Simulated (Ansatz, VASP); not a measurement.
# Cu in VASP and in Ansatz

INCAR

```
SYSTEM = Cu
PREC = Accurate
ENCUT = 520
EDIFF = 1E-6
ISMEAR = 0
SIGMA = 0.15
LREAL = .FALSE.
LASPH = .TRUE.
NELM = 60
ALGO = Fast
ISIF = 2
LWAVE = .FALSE.
LCHARG = .FALSE.
GGA = PE
NBANDS = 12
```

Contents of KPOINTS:

```
Automatic mesh
0
G
  24 24 24
  0 0 0
```

POSCAR

```
Cu
1.0
   -1.4399138903      1.4399138903      1.5238608701
    1.4399138903     -1.4399138903      1.5238608701
    1.4399138903      1.4399138903     -1.5238608701
Cu
1
Direct
    0.0000000000      0.0000000000      0.0000000000
```

Input for Ansatz:

```yaml
crystal:
  lattice:
    - [-1.4399138903, 1.4399138903, 1.5238608701]
    - [1.4399138903, -1.4399138903, 1.5238608701]
    - [1.4399138903, 1.4399138903, -1.5238608701]
  atoms:
    - { symbol: Cu, position: [0.0, 0.0, 0.0] }
basis:
  ecutwfc: 520.0
kpoints:
  mp_grid: { grid: [24, 24, 24] }
hamiltonian:
  xc: pbe
  pseudopotentials: { kind: paw, azcp: { folder: soft_1 } }
scf:
  occupations: { method: gaussian, width: 0.15 }
output:
  forces: true
  stress: true
  eigenvalues: true
```

Alike in both runs: task single point; functional PBE; k mesh 24 × 24 × 24; occupations gaussian, width 0.15 eV; no spin polarisation.

|  | VASP | Ansatz |
| --- | --- | --- |
| version | VASP 6.6.1 | Ansatz 0.2.0 |
| potentials or method | VASP PAW PBE potentials, release 64 (Cu), cutoff 520 eV | scalar-relativistic, plane waves, PAW |
| valence electrons in the cell | 11 | 19 |

```csv
,VASP,Ansatz,Ansatz less VASP
gap on the k mesh at the Fermi level (eV),none,none,-
pressure (GPa),-5.7,-6.3,-0.65
"traceless stress, the component that is largest in VASP (GPa)",0.63,0.63,+0.003
```

A gap of «none» marks a metal or a gap that the smearing closes. With one functional, cell and mesh, what is left measures potentials, basis and numerics. VASP's potentials hold 11 valence electrons a cell and Ansatz's 19, so a difference there can come from the potentials and not from the codes.
